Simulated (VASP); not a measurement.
# TiAl (Pm-3m) in VASP: a series of runs

TiAl is run at these levels: r2SCAN; tasks: single point.

Program: VASP 6.6.1. These are calculated values, not measurements. Logs are shortened: lines on timing, memory, paths and dates and some standing lists are left out, and cuts for length are marked.

### 1 The cell of the first run

Symmetry: Pm-3m, No. 221, cubic system. Conventional cell: a = 3.136 Å, b = 3.136 Å, c = 3.136 Å, α = 90.00°, β = 90.00°, γ = 90.00°. Within 3.6 Å of Ti (site symmetry m-3m) lie 8 Al at 2.72 Å and 6 Ti at 3.14 Å. Within 3.6 Å of Al (site symmetry m-3m) lie 8 Ti at 2.72 Å and 6 Al at 3.14 Å.

### 2 Single point, r2SCAN

The input, POSCAR:

```
TiAl
1.0
    3.1360984087      0.0000000000      0.0000000000
    0.0000000000      3.1360984087      0.0000000000
    0.0000000000      0.0000000000      3.1360984087
Ti Al
1 1
Direct
    0.0000000000      0.0000000000      0.0000000000
    0.5000000000      0.5000000000      0.5000000000
```

The input, INCAR.step1:

```
  PREC = Accurate
  ENCUT = 520
  ISMEAR = -1
  SIGMA = 0.05
  LREAL = F
  LASPH = T
  NELM = 100
  NBANDS = 14
  GGA = PE
  ALGO = Normal
  EDIFF = 1E-4
  LWAVE = T
  LCHARG = F
```

The input, INCAR.step2:

```
  PREC = Accurate
  ENCUT = 520
  EDIFF = 1E-7
  ISMEAR = -1
  SIGMA = 0.05
  LREAL = F
  LASPH = T
  NELM = 100
  ALGO = Normal
  ISIF = 2
  LWAVE = F
  LCHARG = F
  METAGGA = R2SCAN
  LMIXTAU = T
  NBANDS = 14
  ISTART = 1
```

The input, KPOINTS:

```
Automatic mesh
0
Gamma
  8 8 8
```

Potentials or basis: VASP PAW PBE potentials, release 64 (Ti_sv, Al).

The run is started by

```console
$ cat potpaw_PBE.64/Ti_sv/POTCAR potpaw_PBE.64/Al/POTCAR > POTCAR
$ cp INCAR.step1 INCAR
$ mpirun -np 1 vasp_std > vasp.out
$ cp INCAR.step2 INCAR
$ mpirun -np 1 vasp_std > vasp.out
```

OUTCAR:

```text
PREC = Accurate
   ENCUT = 520
   EDIFF = 1E-7
   ISMEAR = -1
   LREAL = F
   LASPH = T
   NELM = 100
   ISIF = 2
   METAGGA = R2SCAN
   ISTART = 1

 ion  position               nearest neighbor table
   1  0.000  0.000  0.000-   2 2.72   2 2.72   2 2.72   2 2.72   2 2.72   2 2.72   2 2.72   2 2.72

   2  0.500  0.500  0.500-   1 2.72   1 2.72   1 2.72   1 2.72   1 2.72   1 2.72   1 2.72   1 2.72

  LATTYP: Found a simple cubic cell.
 ALAT       =     3.1360984087

  Lattice vectors:

 A1 = (   3.1360984087,   0.0000000000,   0.0000000000)
 A2 = (   0.0000000000,   3.1360984087,   0.0000000000)
 A3 = (   0.0000000000,   0.0000000000,   3.1360984087)

Analysis of symmetry for initial positions (statically):
=====================================================================
 Subroutine PRICEL returns:
 Original cell was already a primitive cell.

 Routine SETGRP: Setting up the symmetry group for a
 simple cubic supercell.

 Subroutine GETGRP returns: Found 48 space group operations
 (whereof 48 operations were pure point group operations)
 out of a pool of 48 trial point group operations.

The static configuration has the point symmetry O_h .

Analysis of symmetry for dynamics (positions and initial velocities):
=====================================================================
 Subroutine PRICEL returns:
 Original cell was already a primitive cell.

 Routine SETGRP: Setting up the symmetry group for a
 simple cubic supercell.

 Subroutine GETGRP returns: Found 48 space group operations
 (whereof 48 operations were pure point group operations)
 out of a pool of 48 trial point group operations.

The dynamic configuration has the point symmetry O_h .

 Subroutine INISYM returns: Found 48 space group operations
 (whereof 48 operations are pure point group operations),
 and found     1 'primitive' translations

----------------------------------------------------------------------------------------

                                     Primitive cell

  volume of cell :      30.8439

  direct lattice vectors                    reciprocal lattice vectors
     3.136098409  0.000000000  0.000000000     0.318867545  0.000000000  0.000000000
     0.000000000  3.136098409  0.000000000     0.000000000  0.318867545  0.000000000
     0.000000000  0.000000000  3.136098409     0.000000000  0.000000000  0.318867545

  length of vectors
     3.136098409  3.136098409  3.136098409     0.318867545  0.318867545  0.318867545

  position of ions in fractional coordinates (direct lattice)
     0.000000000  0.000000000  0.000000000
     0.500000000  0.500000000  0.500000000

  ion indices of the primitive-cell ions
   primitive index   ion index
                 1           1
                 2           2

----------------------------------------------------------------------------------------

 KPOINTS: Automatic mesh

Automatic generation of k-mesh.
 Grid dimensions read from file:
 generate k-points for:    8    8    8

 Generating k-lattice:

  Cartesian coordinates                     Fractional coordinates (reciprocal lattice)
     0.039858443  0.000000000  0.000000000     0.125000000  0.000000000  0.000000000
     0.000000000  0.039858443  0.000000000     0.000000000  0.125000000  0.000000000
     0.000000000  0.000000000  0.039858443     0.000000000  0.000000000  0.125000000

  Length of vectors
     0.039858443  0.039858443  0.039858443

  Shift w.r.t. Gamma in fractional coordinates (k-lattice)
     0.000000000  0.000000000  0.000000000

 Subroutine IBZKPT returns following result:
 ===========================================

 Found     35 irreducible k-points:

 Following reciprocal coordinates:
            Coordinates               Weight
  0.000000  0.000000  0.000000      1.000000
  0.125000  0.000000  0.000000      6.000000
  0.250000  0.000000  0.000000      6.000000
  0.375000  0.000000  0.000000      6.000000
  0.500000  0.000000  0.000000      3.000000
  0.125000  0.125000  0.000000     12.000000
[... 16 lines left out ...]
  0.375000  0.375000  0.125000     24.000000
  0.500000  0.375000  0.125000     24.000000
 [... further k-points ...]
   k-points           NKPTS =     35   k-points in BZ     NKDIM =     35   number of bands    NBANDS=     14
   number of dos      NEDOS =    301   number of ions     NIONS =      2
   total plane-waves  NPLWV =  13824
   dimension x,y,z NGX =    24 NGY =   24 NGZ =   24
   dimension x,y,z NGXF=    48 NGYF=   48 NGZF=   48
   ions per type =               1   1
   NGX,Y,Z   is equivalent  to a cutoff of  12.72, 12.72, 12.72 a.u.
   NGXF,Y,Z  is equivalent  to a cutoff of  25.45, 25.45, 25.45 a.u.
 SYSTEM =  unknown system
   PREC   = accura    normal or accurate (medium, high low for compatibility)
   ISTART =      1    job   : 0-new  1-cont  2-samecut
   ICHARG =      0    charge: 1-file 2-atom 10-const
   ISPIN  =      1    spin polarized calculation?
   LNONCOLLINEAR =      F non collinear calculations
   LSORBIT =      F    spin-orbit coupling
   LASPH  =      T    aspherical Exc in radial PAW
   ENCUT  =  520.0 eV  38.22 Ry    6.18 a.u.   5.83  5.83  5.83*2*pi/ulx,y,z
   NELM   =    100;   NELMIN=  2; NELMDL=  0     # of ELM steps
   EDIFF  = 0.1E-06   stopping-criterion for ELM
   LREAL  =      F    real-space projection
   EDIFFG = 0.1E-05   stopping-criterion for IOM
   NSW    =      0    number of steps for IOM
   IBRION =     -1    ionic relax: 0-MD 1-quasi-New 2-CG
   NFREE  =      0    steps in history (QN), initial steepest desc. (CG)
   ISIF   =      2    stress and relaxation
   ISYM   =      2    0-nonsym 1-usesym 2-fastsym
   POTIM  = 0.5000    time-step for ionic-motion
   TEBEG  =    0.0;   TEEND  =   0.0 temperature during run
   PSTRESS=    0.0 pullay stress
   NELECT =      15.0000    total number of electrons
   NUPDOWN=      -1.0000    fix difference up-down
   EMIN   =  10.00;   EMAX   =-10.00  energy-range for DOS
   EFERMI =   0.00;   METHOD = LEGACY
   ISMEAR =    -1;   SIGMA  =   0.05  broadening in eV -4-tet -1-fermi 0-gaus
   EFERMI_NEDOS =   21; number of points for ismear=-14 and -15
   IALGO  =     38    algorithm
   IMIX   =      4    mixing-type and parameters
     AMIX     =   0.40;   BMIX     =  1.00
     AMIX_MAG =   1.60;   BMIX_MAG =  1.00
  volume/ion in A,a.u.               =      15.42       104.07
  Fermi-wavevector in a.u.,A,eV,Ry     =   1.287406  2.432845 22.550493  1.657415
  Thomas-Fermi vector in A             =   2.419422
   LORBIT       =      0    0 simple, 1 ext, 2 COOP (PROOUT), +10 PAW based schemes
   METAGGA = R2SCAN    functional components
   LHFCALC =     F    Hartree Fock is set to
   AEXX    =    0.0000 exact exchange contribution
   IVDW    =     0    specifies the selected vdW correction
   LEPSILON=     F    determine dielectric tensor
   LRPA    =     F    only Hartree local field effects (RPA)
 non-spin polarized calculation
  energy-cutoff  :      520.00
  volume of cell :       30.84
 maximum number of plane-waves:       852
 NGX is ok and might be reduce to    24
   NGX = 11   NGY = 11   NGZ = 11

 number of electron      14.9999994 magnetization

 Free energy of the ion-electron system (eV)
  ---------------------------------------------------
  ext. energy  EPLUGINS =         0.00000000
  ---------------------------------------------------
  free energy    TOTEN  =       -20.29780449 eV

  energy without entropy =      -20.27953762  energy(sigma->0) =      -20.28867106

 E-fermi :   9.2584     XC(G=0): -12.0911

 val. band max:        9.2255232808   @ k =   0.5000   0.3750   0.2500
 cond. band min:       9.2689807590   @ k =   0.3750   0.3750   0.2500
 fundamental gap:      0.0434574783
 Fermi energy:         9.2584016036

 k-point     1 :       0.0000    0.0000    0.0000
  band No.  band energies     occupation
      1     -49.9265      2.00000
      2     -25.0774      2.00000
      3     -25.0774      2.00000
      4     -25.0774      2.00000
      5      -0.7770      2.00000
      6       7.5426      2.00000
      7       7.5426      2.00000
      8      11.4106      0.00000
      9      11.4106      0.00000
     10      11.4106      0.00000
     11      14.1035      0.00000
     12      14.1035      0.00000
     13      14.1035      0.00000
     14      18.5790      0.00000

 k-point     2 :       0.1250    0.0000    0.0000
  band No.  band energies     occupation
      1     -49.9236      2.00000
      2     -25.1091      2.00000
      3     -25.0747      2.00000
      4     -25.0747      2.00000
      5      -0.5070      2.00000
      6       7.3817      2.00000
      7       7.6679      2.00000
      8      10.9762      0.00000
      9      10.9762      0.00000
     10      11.4431      0.00000
     11      13.1933      0.00000
     12      14.7302      0.00000
     13      14.7302      0.00000
     14      18.2129      0.00000

 k-point     3 :       0.2500    0.0000    0.0000
  band No.  band energies     occupation
      1     -49.9168      2.00000
      2     -25.1851      2.00000
      3     -25.0681      2.00000
      4     -25.0681      2.00000
      5       0.2787      2.00000
      6       6.5666      2.00000
      7       7.9992      2.00000
      8      10.2642      0.00000
      9      10.2642      0.00000
     10      11.5228      0.00000
     11      12.3205      0.00000
     12      16.0452      0.00000
     13      16.0452      0.00000
     14      17.3102      0.00000
[... 324 lines left out ...]
 k-point    23 :       0.3750    0.3750    0.1250
  band No.  band energies     occupation
      1     -49.8913      2.00000
      2     -25.2329      2.00000
      3     -25.2295      2.00000
      4     -25.0746      2.00000
      5       3.3225      2.00000
      6       6.3498      2.00000
      7       6.8366      2.00000
      8       8.8754      1.99906
      9      10.1215      0.00000
     10      10.3582      0.00000
     11      12.5304      0.00000
     12      14.3925      0.00000
     13      15.7883      0.00000
     14      17.1516      0.00000

 k-point    24 :       0.5000    0.3750    0.1250
  band No.  band energies     occupation
      1     -49.8886      2.00000
      2     -25.2604      2.00000
      3     -25.2270      2.00000
      4     -25.0717      2.00000
      5       3.8544      2.00000
      6       5.8984      2.00000
      7       7.0700      2.00000
      8       8.5512      2.00000
      9      10.3244      0.00000
     10      10.3495      0.00000
     11      12.3807      0.00000
     12      14.6707      0.00000
     13      14.8760      0.00000
     14      17.3839      0.00000

 [... further k-points ...]
[... 5 lines left out ...]
  --------------------------------------------------------------------------------------
  -------------------------------------------------------------------------------------
  Total        0.8952840      0.8952840      0.8952840     -0.0000000      0.0000000     -0.0000000
  in kB       46.5052889     46.5052889     46.5052889     -0.0000000      0.0000000     -0.0000000
  external PRESSURE =      46.5052889 kB  Pullay stress =       0.0000000 kB

 VOLUME and BASIS-vectors are now :
 -----------------------------------------------------------------------------
  energy-cutoff  :      520.00
  volume of cell :       30.84
      direct lattice vectors                 reciprocal lattice vectors
     3.136098409  0.000000000  0.000000000     0.318867545  0.000000000  0.000000000
     0.000000000  3.136098409  0.000000000     0.000000000  0.318867545  0.000000000
     0.000000000  0.000000000  3.136098409     0.000000000  0.000000000  0.318867545

 POSITION                                       TOTAL-FORCE (eV/Angst)
 -----------------------------------------------------------------------------------
      0.00000      0.00000      0.00000         0.000000      0.000000      0.000000
      1.56805      1.56805      1.56805         0.000000      0.000000      0.000000
 -----------------------------------------------------------------------------------
    total drift:                                0.000000      0.000000      0.000000

  FREE ENERGIE OF THE ION-ELECTRON SYSTEM (eV)
  ---------------------------------------------------
  free  energy   TOTEN  =       -20.2978044945 eV

  energy  without entropy=      -20.2795376206  energy(sigma->0) =      -20.28867106
```

It took 81 s on 1 thread of Intel Xeon 8259CL, shared host; peak memory 0.15 GiB.

Results:

```yaml
Free_energy: -20.2978 eV
Pressure: 4.7 GPa
```

Caveat: the PAW data sets were made with another functional, which shifts forces and pressure a little.

### 3 Single point, r2SCAN

This run uses another cell than the first one, of 15.74 Å³/atom, 1.021 times its volume.

The input, POSCAR:

```
TiAl
1.0
    3.1577273571      0.0000000000      0.0000000000
    0.0000000000      3.1577273571      0.0000000000
    0.0000000000      0.0000000000      3.1577273571
Ti Al
1 1
Direct
    0.0000000000      0.0000000000      0.0000000000
    0.5000000000      0.5000000000      0.5000000000
```

The input, INCAR.step1:

```
ALGO     = Normal         # electronic algorithm
EDIFF    = 1E-4           # SCF threshold, eV
ENCUT    = 520            # plane-wave cutoff, eV
GGA      = PE             # functional
ISMEAR   = -1             # smearing method
LASPH    = True           # aspherical terms in the spheres
LCHARG   = False          # write CHGCAR
LREAL    = False          # projectors in reciprocal space
LWAVE    = True           # write WAVECAR
NBANDS   = 14             # bands
NELM     = 60             # most SCF steps
PREC     = Accurate       # precision mode
SIGMA    = 0.05           # smearing width, eV
```

The input, INCAR.step2:

```
ALGO     = Normal         # electronic algorithm
EDIFF    = 1E-6           # SCF threshold, eV
ENCUT    = 520            # plane-wave cutoff, eV
ISIF     = 2              # what is computed and relaxed
ISMEAR   = -1             # smearing method
ISTART   = 1            
LASPH    = True           # aspherical terms in the spheres
LCHARG   = True           # write CHGCAR
LELF     = True           # ELF
LMIXTAU  = True         
LREAL    = False          # projectors in reciprocal space
LVHAR    = True         
LWAVE    = False          # write WAVECAR
METAGGA  = R2SCAN         # meta-GGA
NBANDS   = 14             # bands
NELM     = 60             # most SCF steps
PREC     = Accurate       # precision mode
SIGMA    = 0.05           # smearing width, eV
```

The input, KPOINTS:

```
k-points
0
Gamma
  8 8 8
```

Potentials or basis: VASP PAW PBE potentials, release 64 (Ti_sv, Al).

The run is started by

```console
$ cat potpaw_PBE.64/Ti_sv/POTCAR potpaw_PBE.64/Al/POTCAR > POTCAR
$ cp INCAR.step1 INCAR
$ mpirun -np 1 vasp_std > vasp.out
$ cp INCAR.step2 INCAR
$ mpirun -np 1 vasp_std > vasp.out
```

OUTCAR:

```text
EDIFF = 1E-6
   ENCUT = 520
   ISIF = 2
   ISMEAR = -1
   ISTART = 1
   LASPH = True
   LREAL = False
   METAGGA = R2SCAN
   NELM = 60
   PREC = Accurate

 ion  position               nearest neighbor table
   1  0.000  0.000  0.000-   2 2.73   2 2.73   2 2.73   2 2.73   2 2.73   2 2.73   2 2.73   2 2.73

   2  0.500  0.500  0.500-   1 2.73   1 2.73   1 2.73   1 2.73   1 2.73   1 2.73   1 2.73   1 2.73

  LATTYP: Found a simple cubic cell.
 ALAT       =     3.1577273571

  Lattice vectors:

[... 586 lines left out ...]
      9      10.0785      0.00000
     10      10.1060      0.00000
     11      12.0708      0.00000
     12      14.2783      0.00000
     13      14.5150      0.00000
     14      17.0049      0.00000

 [... further k-points ...]
[... 5 lines left out ...]
  --------------------------------------------------------------------------------------
  -------------------------------------------------------------------------------------
  Total        0.3600651      0.3600651      0.3600651      0.0000000     -0.0000000     -0.0000000
  in kB       18.3217819     18.3217819     18.3217819      0.0000000     -0.0000000     -0.0000000
  external PRESSURE =      18.3217819 kB  Pullay stress =       0.0000000 kB

 VOLUME and BASIS-vectors are now :
 -----------------------------------------------------------------------------
  energy-cutoff  :      520.00
  volume of cell :       31.49
      direct lattice vectors                 reciprocal lattice vectors
     3.157727357  0.000000000  0.000000000     0.316683452  0.000000000  0.000000000
     0.000000000  3.157727357  0.000000000     0.000000000  0.316683452  0.000000000
     0.000000000  0.000000000  3.157727357     0.000000000  0.000000000  0.316683452

 POSITION                                       TOTAL-FORCE (eV/Angst)
 -----------------------------------------------------------------------------------
      0.00000      0.00000      0.00000         0.000000      0.000000      0.000000
      1.57886      1.57886      1.57886         0.000000      0.000000      0.000000
 -----------------------------------------------------------------------------------
    total drift:                                0.000000      0.000000      0.000000

  FREE ENERGIE OF THE ION-ELECTRON SYSTEM (eV)
  ---------------------------------------------------
  free  energy   TOTEN  =       -20.3111234764 eV

  energy  without entropy=      -20.2925476884  energy(sigma->0) =      -20.30183558
```

OSZICAR.step1:

```text
N       E                     dE             d eps       ncg     rms          rms(c)
DAV:   1     0.101830576577E+03    0.10183E+03   -0.72057E+03   980   0.110E+03
DAV:   2    -0.802469891972E+01   -0.10986E+03   -0.10576E+03  1010   0.301E+02
DAV:   3    -0.135441317936E+02   -0.55194E+01   -0.52748E+01  1490   0.652E+01
DAV:   4    -0.137242082410E+02   -0.18008E+00   -0.17954E+00  1072   0.101E+01
DAV:   5    -0.137313199094E+02   -0.71117E-02   -0.71108E-02  1402   0.197E+00    0.999E+00
DAV:   6    -0.121719363054E+02    0.15594E+01   -0.49973E+00  1108   0.306E+01    0.280E+00
DAV:   7    -0.121136533021E+02    0.58283E-01   -0.39969E-01  1096   0.840E+00    0.177E+00
DAV:   8    -0.121090533172E+02    0.46000E-02   -0.53589E-02  1356   0.238E+00    0.573E-01
DAV:   9    -0.121063208571E+02    0.27325E-02   -0.92881E-03  1148   0.129E+00    0.164E-01
DAV:  10    -0.121064551123E+02   -0.13426E-03   -0.27926E-04  1100   0.174E-01    0.759E-02
DAV:  11    -0.121064607624E+02   -0.56501E-05   -0.14372E-04   820   0.139E-01
   1 F= -.12106461E+02 E0= -.12095336E+02  d E =-.222487E-01
```

It took 76 s on 1 thread of Intel Xeon 8259CL, shared host; peak memory 0.15 GiB.

What came out:

| Item | Value |
| --- | --- |
| Free energy | -20.3111 eV |
| Pressure | 1.8 GPa |

Levels at points of the mesh, in eV from the Fermi level:
```csv
k point,band 4,band 5,band 6,band 7,band 8,band 9,band 10,band 11
"(0.00, 0.00, 0.00)",-34.38,-9.94,-1.66,-1.66,2.10,2.10,2.10,4.74
"(0.50, 0.00, 0.00)",-34.37,-6.46,-5.65,-0.67,0.30,0.30,2.32,3.20
"(0.50, 0.50, 0.00)",-34.35,-5.28,-2.40,-2.40,-1.65,0.89,0.89,2.91
"(0.50, 0.50, 0.50)",-34.53,-3.32,-3.32,-3.32,1.06,2.94,2.94,2.94
```

Caveat: the PAW data sets were made with another functional, which shifts forces and pressure a little.
